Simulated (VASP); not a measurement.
# EuO (Fm-3m) in VASP: further runs, part 2 of 2

VASP 6.6.1. Earlier steps stand in the parts before.

**3. Single point, LDA+U, collinear spin, ferromagnetic start**

INCAR reads:

```
PREC = Accurate ; ENCUT = 600
EDIFF = 1E-6 ; ISMEAR = 0
SIGMA = 0.05 ; LREAL = False
LASPH = True ; NELM = 200
ALGO = Normal ; ISIF = 2
LWAVE = False ; LCHARG = False
ISPIN = 2 ; MAGMOM = 7 0
LORBIT = 11 ; LMAXMIX = 6
LDAU = True ; LDAUTYPE = 2
LDAUL = 3 -1 ; LDAUU = 6 0
LDAUJ = 0 0 ; LDAUPRINT = 1
GGA = CA ; NBANDS = 22
GGA_COMPAT = False
```

KPOINTS reads:

```
regular mesh
0
Gamma
  10 10 10
```

POSCAR reads:

```
EuO
1.0
    0.0000000000      2.5719519658      2.5719519658
    2.5719519658      0.0000000000      2.5719519658
    2.5719519658      2.5719519658      0.0000000000
Eu O
1 1
Direct
    0.5000000000      0.5000000000      0.5000000000
    0.0000000000      0.0000000000      0.0000000000
```

Potentials or basis: VASP PAW PBE potentials, release 64 (Eu, O).

Command:

```console
> cat potpaw_PBE.64/Eu/POTCAR potpaw_PBE.64/O/POTCAR > POTCAR
> mpirun -np 1 vasp_std > vasp.out
```

OUTCAR:

```text
PREC = Accurate
   ENCUT = 600
   EDIFF = 1E-6
   ISMEAR = 0
   LREAL = False
   LASPH = True
   NELM = 200
   ISIF = 2
   ISPIN = 2
   LORBIT = 11
   GGA = CA

 ion  position               nearest neighbor table
   1  0.500  0.500  0.500-   2 2.57   2 2.57   2 2.57   2 2.57   2 2.57   2 2.57
   2  0.000  0.000  0.000-   1 2.57   1 2.57   1 2.57   1 2.57   1 2.57   1 2.57

  LATTYP: Found a face centered cubic cell.
 ALAT       =     5.1439039316

  Lattice vectors:

 A1 = (   0.0000000000,   2.5719519658,   2.5719519658)
[... 1462 lines left out ...]
 VOLUME and BASIS-vectors are now :
 -----------------------------------------------------------------------------
  energy-cutoff  :      600.00
  volume of cell :       34.03
      direct lattice vectors                 reciprocal lattice vectors
     0.000000000  2.571951966  2.571951966    -0.194404875  0.194404875  0.194404875
     2.571951966  0.000000000  2.571951966     0.194404875 -0.194404875  0.194404875
     2.571951966  2.571951966  0.000000000     0.194404875  0.194404875 -0.194404875

 POSITION                                       TOTAL-FORCE (eV/Angst)
 -----------------------------------------------------------------------------------
      2.57195      2.57195      2.57195         0.000000     -0.000000     -0.000000
      0.00000      0.00000      0.00000        -0.000000      0.000000      0.000000
 -----------------------------------------------------------------------------------
    total drift:                                0.000000     -0.000000      0.000000

  FREE ENERGIE OF THE ION-ELECTRON SYSTEM (eV)
  ---------------------------------------------------
  free  energy   TOTEN  =       -22.0978301555 eV

  energy  without entropy=      -22.0977070591  energy(sigma->0) =      -22.09776861

 total charge

# of ion       s       p       d       f       tot
--------------------------------------------------
    1        2.025   5.738   0.311   6.804  14.878
    2        1.538   3.378   0.000   0.000   4.916
--------------------------------------------------
tot          3.563   9.116   0.311   6.804  19.794

 magnetization (x)

# of ion       s       p       d       f       tot
--------------------------------------------------
    1       -0.009  -0.086   0.068   6.769   6.742
    2       -0.005  -0.079   0.000   0.000  -0.083
--------------------------------------------------
tot         -0.014  -0.165   0.068   6.769   6.659
```

OSZICAR:

```text
N       E                     dE             d eps       ncg     rms          rms(c)
DAV:   1     0.146254376365E+03    0.14625E+03   -0.91091E+03  5736   0.506E+03
DAV:   2     0.286729823190E+01   -0.14339E+03   -0.12342E+03  5608   0.427E+02
DAV:   3    -0.150554623611E+02   -0.17923E+02   -0.17545E+02  6362   0.116E+02
DAV:   4    -0.175652480204E+02   -0.25098E+01   -0.24925E+01  7820   0.279E+01
DAV:   5    -0.176366922930E+02   -0.71444E-01   -0.71393E-01  6506   0.632E+00    0.302E+01
DAV:   6    -0.222934402847E+02   -0.46567E+01   -0.10716E+01  6294   0.558E+01    0.218E+01
DAV:   7    -0.220510390413E+02    0.24240E+00   -0.30848E+00  5792   0.101E+02    0.138E+01
DAV:   8    -0.221003136619E+02   -0.49275E-01   -0.55777E-01  6698   0.670E+00    0.939E+00
DAV:   9    -0.220928893919E+02    0.74243E-02   -0.31143E-02  7628   0.181E+00    0.441E+00
DAV:  10    -0.220978478856E+02   -0.49585E-02   -0.25931E-02  6756   0.328E+00    0.125E+00
DAV:  11    -0.220977463305E+02    0.10156E-03   -0.42813E-03  5838   0.136E+00    0.709E-01
DAV:  12    -0.220977993917E+02   -0.53061E-04   -0.74353E-04  7504   0.512E-01    0.675E-01
DAV:  13    -0.220978251953E+02   -0.25804E-04   -0.77897E-05  7370   0.903E-02    0.432E-01
DAV:  14    -0.220978327916E+02   -0.75964E-05   -0.15360E-05  6200   0.936E-02    0.228E-01
DAV:  15    -0.220978297330E+02    0.30587E-05   -0.18289E-05  6378   0.789E-02    0.576E-02
DAV:  16    -0.220978301555E+02   -0.42250E-06   -0.31217E-06  4600   0.345E-02
   1 F= -.22097830E+02 E0= -.22097769E+02  d E =-.123096E-03  mag=     7.0000
```

stdout:

```text
POSCAR found type information on POSCAR EuO
 POSCAR found :  2 types and       2 ions
 scaLAPACK will be used
 -----------------------------------------------------------------------------
|                                                                             |
|                                                                             |
|     You enforced a specific xc type in the INCAR file but a different       |
|     I HOPE YOU KNOW WHAT YOU ARE DOING!                                     |
|                                                                             |
 -----------------------------------------------------------------------------

 LDA part: xc-table for (Slater(with rela. corr.)+CA(PZ))
 , standard interpolation
 POSCAR, INCAR and KPOINTS ok, starting setup
 FFT: planning ... GRIDC
 FFT: planning ... GRID_SOFT
 FFT: planning ... GRID
 WAVECAR not read
 entering main loop
```

Wall time 1.8 min (1 thread of Intel Xeon 6975P-C (Granite Rapids), shared host); peak memory 0.22 GiB.

Results:

| Quantity | Value |
| --- | --- |
| Free energy | -22.0978 eV |
| Pressure | -7.1 GPa |
| Band gap on the k mesh | zero (filled and empty bands overlap) |
| Net moment | 7.00 μB per cell |
| Site moments | Eu +6.74; O -0.08 μB |
| Valence electrons inside the program's atomic spheres | Eu 14.88; O 4.92 |

Eigenvalues of the final occupation matrices:
| site | spin | trace | eigenvalues |
| --- | --- | --- | --- |
| site 1 f | 1 | 6.79 | 0.96 0.97 0.97 0.97 0.97 0.97 0.97 |
| site 1 f | 2 | 0.02 | 0.00 0.00 0.00 0.00 0.00 0.00 0.00 |

Caveat: the cell stands under tension; the PAW data sets were made with another functional, which shifts forces and pressure a little; spin-orbit coupling is left out, which moves the levels of the heavy elements; a cell with one magnetic atom can't hold antiferromagnetic order, which such compounds often take.

**4. Single point, LDA+U, collinear spin, ferromagnetic start**

INCAR reads:

```
SYSTEM = EuO
ALGO = Normal
EDIFF = 1E-6
ENCUT = 600
GGA = CA
GGA_COMPAT = .FALSE.
ISIF = 2
ISMEAR = 0
ISPIN = 2
LASPH = .TRUE.
LCHARG = .FALSE.
LDAU = .TRUE.
LDAUJ = 0 0
LDAUL = 3 -1
LDAUPRINT = 1
LDAUTYPE = 2
LDAUU = 6 0
LMAXMIX = 6
LORBIT = 11
LREAL = .FALSE.
LWAVE = .FALSE.
MAGMOM = 7.42 0
NBANDS = 22
NELM = 200
PREC = Accurate
SIGMA = 0.05
```

KPOINTS reads:

```
k-points
0
G
  10 10 10
  0 0 0
```

POSCAR is that of step 3.

Command:

```console
> cat potpaw_PBE.64/Eu/POTCAR potpaw_PBE.64/O/POTCAR > POTCAR
> mpirun -np 1 vasp_std > vasp.out
```

Wall time 91 s (1 thread of Intel Xeon 6975P-C (Granite Rapids), shared host); peak memory 0.22 GiB.

The run converged. Its results:

| Item | Value |
| --- | --- |
| Free energy | -22.0978 eV |
| Pressure | -7.1 GPa |
| Band gap on the k mesh | zero (filled and empty bands overlap) |
| Net moment | 7.00 μB per cell |
| Site moments | Eu +6.74; O -0.08 μB |
| Valence electrons inside the program's atomic spheres | Eu 14.88; O 4.92 |

Levels at points of the mesh, in eV from the Fermi level:
Spin up:
```tsv
k point	band 13	band 14	band 15	band 16	band 17	band 18
(0.00, 0.00, 0.00)	0.01	0.01	0.01	0.83	2.82	2.82
(0.50, 0.00, 0.00)	-0.51	-0.48	-0.47	3.44	5.61	5.61
(0.50, 0.50, 0.00)	-0.48	-0.16	-0.16	-0.14	4.62	7.01
```
Spin down:
| k point | band 4 | band 5 | band 6 | band 7 | band 8 | band 9 | band 10 | band 11 | band 12 | band 13 |
| --- | --- | --- | --- | --- | --- | --- | --- | --- | --- | --- |
| (0.00, 0.00, 0.00) | -15.92 | -15.92 | -2.65 | -2.65 | -2.65 | 1.41 | 3.65 | 3.65 | 3.65 | 6.06 |
| (0.50, 0.00, 0.00) | -16.02 | -14.77 | -4.83 | -3.83 | -3.83 | 3.92 | 6.06 | 6.52 | 6.52 | 8.71 |
| (0.50, 0.50, 0.00) | -16.39 | -16.39 | -2.72 | -2.61 | -2.61 | 0.54 | 5.39 | 7.49 | 8.15 | 9.11 |

Eigenvalues of the final occupation matrices:
```tsv
site	spin	trace	eigenvalues
site 1 f	1	6.79	0.96 0.97 0.97 0.97 0.97 0.97 0.97
site 1 f	2	0.02	0.00 0.00 0.00 0.00 0.00 0.00 0.00
```

Caveat: the cell stands under tension; the PAW data sets were made with another functional, which shifts forces and pressure a little; spin-orbit coupling is left out, which moves the levels of the heavy elements; a cell with one magnetic atom can't hold antiferromagnetic order, which such compounds often take.

**5. Single point, LDA+U, collinear spin, ferromagnetic start**

INCAR reads:

```
SYSTEM = EuO
PREC = Accurate
ENCUT = 600
EDIFF = 1E-6
ISMEAR = 0
SIGMA = 0.05
LREAL = .FALSE.
LASPH = .TRUE.
NELM = 200
ALGO = Normal
ISIF = 2
LWAVE = .FALSE.
LCHARG = .FALSE.
ISPIN = 2
MAGMOM = 0.5 0
LORBIT = 11
LMAXMIX = 6
LDAU = .TRUE.
LDAUTYPE = 2
LDAUL = 3 -1
LDAUU = 6 0
LDAUJ = 0 0
LDAUPRINT = 1
GGA = CA
NBANDS = 22
GGA_COMPAT = .FALSE.
```

KPOINTS reads:

```
regular mesh
0
G
  10 10 10
  0 0 0
```

POSCAR is that of step 4.

Command:

```console
> cat potpaw_PBE.64/Eu/POTCAR potpaw_PBE.64/O/POTCAR > POTCAR
> mpirun -np 1 vasp_std > vasp.out
```

Run time: 2.1 min. Hardware: 1 thread of Intel Xeon 6975P-C (Granite Rapids), shared host; peak memory 0.22 GiB.

The run converged. Its results:

- Free energy: -22.0978 eV
- Pressure: -7.1 GPa
- Band gap on the k mesh: zero (filled and empty bands overlap)
- Net moment: 7.00 μB per cell
- Site moments: Eu +6.74; O -0.08 μB
- Valence electrons inside the program's atomic spheres: Eu 14.88; O 4.92

Levels at points of the mesh, in eV from the Fermi level:
Spin up:
| k point | band 12 | band 13 | band 14 | band 15 | band 16 | band 17 | band 18 | band 19 |
| --- | --- | --- | --- | --- | --- | --- | --- | --- |
| (0.00, 0.00, 0.00) | -0.48 | 0.01 | 0.01 | 0.01 | 0.83 | 2.82 | 2.82 | 2.82 |
| (0.50, 0.00, 0.00) | -0.51 | -0.51 | -0.48 | -0.47 | 3.44 | 5.61 | 5.61 | 5.92 |
| (0.50, 0.50, 0.00) | -0.60 | -0.48 | -0.16 | -0.16 | -0.14 | 4.62 | 7.01 | 7.74 |
Spin down:
```csv
k point,band 6,band 7,band 8,band 9,band 10,band 11
"(0.00, 0.00, 0.00)",-2.65,-2.65,-2.65,1.41,3.65,3.65
"(0.50, 0.00, 0.00)",-4.83,-3.83,-3.83,3.92,6.06,6.52
"(0.50, 0.50, 0.00)",-2.72,-2.61,-2.61,0.54,5.39,7.49
```

Eigenvalues of the final occupation matrices:
```tsv
site	spin	trace	eigenvalues
site 1 f	1	6.79	0.96 0.97 0.97 0.97 0.97 0.97 0.97
site 1 f	2	0.02	0.00 0.00 0.00 0.00 0.00 0.00 0.00
```

Caveat: the cell stands under tension; the PAW data sets were made with another functional, which shifts forces and pressure a little; spin-orbit coupling is left out, which moves the levels of the heavy elements; a cell with one magnetic atom can't hold antiferromagnetic order, which such compounds often take.
